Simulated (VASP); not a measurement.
The system is AlOs.

```
Al Os
1.0
     2.99791    0.00000    0.00000
     0.00000    2.99791    0.00000
     0.00000    0.00000    2.99791
Al Os
1 1
Direct
  0.00000 0.00000 0.00000
  0.50000 0.50000 0.50000
```

| Property | Result |
| --- | --- |
| Program | VASP 6.6.1 |
| Task | relaxation of cell and atoms |
| Functional | LDA |
| Potentials or basis | VASP PAW LDA potentials, release 64 (Al, Os) |
| Cutoff | 600 eV |
| k mesh | 10 × 10 × 10 |
| Occupations | methfessel-paxton, width 0.15 eV |
| Spin | no spin polarisation |

At the start: pressure -5.5 GPa; volume 13.47 Å³/atom.

**Question.** Where does the relaxation end?

**Answer.** Over 4 steps the energy falls by 5.0 meV/atom and the volume is 13.18 Å³/atom (-2.1 %); space group Pm-3m (No. 221, to 0.05 Å).

The path:
```tsv
step	energy change (eV)	largest force (eV/Å)	pressure (GPa)	volume (Å³)
1	0.0000	0.0000	-5.45	26.94
2	0.0374	0.0000	13.44	25.20
3	-0.0099	0.0000	-0.09	26.38
4	-0.0099	0.0000	0.02	26.37
```

Final structure:
```yaml
crystal:
  lattice:
    - [2.97643, 0.00000, 0.00000]
    - [0.00000, 2.97643, 0.00000]
    - [0.00000, 0.00000, 2.97643]
  atoms:
    - { symbol: Al, position: [0.00000, 0.00000, 0.00000] }
    - { symbol: Os, position: [0.50000, 0.50000, 0.50000] }
```
